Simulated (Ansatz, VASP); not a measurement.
## LiH: VASP beside Ansatz

```
Li H
1.0
     2.75604    0.00000    0.00000
    -1.37802    2.38680    0.00000
     0.00000    0.00000    2.53447
Li H
1 1
Cartesian
  1.3780 0.7956 0.0000
  0.0000 0.0000 1.2672
```

Change from the starting cell: species swapped into the CrC type (P-6m2, No. 187).

Alike in both runs: task relaxation of cell and atoms; functional PBE; k mesh 12 × 12 × 10; occupations gaussian, width 0.02 eV; no spin polarisation.

```csv
,VASP,Ansatz
version,VASP 6.6.1,Ansatz 0.2.0
potentials or method,"VASP PAW PBE potentials, release 64 (Li_sv, H), cutoff 600 eV","scalar-relativistic, plane waves, PAW"
valence electrons in the cell,4,4
```

```csv
,VASP,Ansatz,Ansatz less VASP
"gap on the k mesh at the Fermi level, each at its own relaxed structure (eV)",1.87,1.87,+0.006
relaxed volume (Å³/atom),8.32,8.34,+0.013
relaxed cell length with the largest relative difference (Å),2.755,2.756,+0.0015
```

Noted on VASP's run: the cutoff is short for stress, so the pressure is rough.
